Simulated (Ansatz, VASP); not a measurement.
Two plane-wave programs on AlN

```xyz
2
Lattice="0.0000 2.0081 2.0081 2.0081 0.0000 2.0081 2.0081 2.0081 0.0000" Properties=species:S:1:pos:R:3 pbc="T T T"
Al    2.0081    2.0081    2.0081
N     0.0000    0.0000    0.0000
```

Alike in both runs: functional PBEsol; dispersion D3(BJ); k mesh 8 × 8 × 8; occupations gaussian, width 0.1 eV; no spin polarisation.

Ansatz relaxed the structure, and its values are those at the end. VASP's run is a single point on that final structure, the one shown.

```csv
,VASP,Ansatz
version,VASP 6.6.1,Ansatz 0.2.0
potentials or method,"VASP PAW PBE potentials, release 64 (Al, N), cutoff 600 eV","scalar-relativistic, plane waves, PAW"
valence electrons in the cell,8,8
```

Ansatz gave:

| Quantity | Value |
| --- | --- |
| gap on the k mesh at the Fermi level (eV) | 4.75 |
| least direct gap on the mesh (eV) | 5.94 |
| pressure (GPa) | 0.1 |

Question: Estimate VASP's values.

Answer: gap on the k mesh at the Fermi level (eV): 4.75; least direct gap on the mesh (eV): 5.96; pressure (GPa): -0.2.

VASP's potentials were made for PBE, not for PBEsol.
